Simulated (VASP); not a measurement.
A run of VASP 6.6.1 is set up as follows.

INCAR

```
SYSTEM = W3C
PREC = Accurate
ENCUT = 520
EDIFF = 1E-7
ISMEAR = 0
SIGMA = 0.1
LREAL = .False.
LASPH = .True.
NELM = 80
ALGO = Normal
ISIF = 2
LWAVE = .False.
LCHARG = .False.
LDIPOL = .True.
IDIPOL = 3
DIPOL = 0.5 0.5 0.360
GGA = PE
NBANDS = 31
```

File KPOINTS:

```
regular mesh
0
Gamma
  9 9 1
  0 0 0
```

File POSCAR:

```
W3C
1.0
    2.8545944806      0.0000000000      0.0000000000
   -1.4272972403      2.4721513377      0.0000000000
    0.0000000000      0.0000000000     20.1971108355
W C
3 1
Direct
    0.6666666667      0.3333333333      0.1980481284
    0.3333333333      0.6666666667      0.3143337982
    0.0000000000      0.0000000000      0.4306116309
    0.5000000000      0.3333333333      0.4952228466
```

Potentials or basis: VASP PAW PBE potentials, release 64 (W_sv, C).

Run with:

```console
$ cat potpaw_PBE.64/W_sv/POTCAR potpaw_PBE.64/C/POTCAR > POTCAR
$ mpirun -np 1 vasp_std > vasp.out
```

What does it give for the band gap on the k mesh?

Zero (bands 23 and 24 overlap by 0.77 eV).

Predict the largest force.

3.060 eV/Å.

Forces in eV/Å, atoms in the order of the input:
```
W    0.055  0.022 -0.127
W   -0.146  0.035  0.007
W   -2.575 -1.556  0.012
C    2.666  1.499  0.108
```

Caveat: spin-orbit coupling is left out, which moves the levels of the heavy elements.
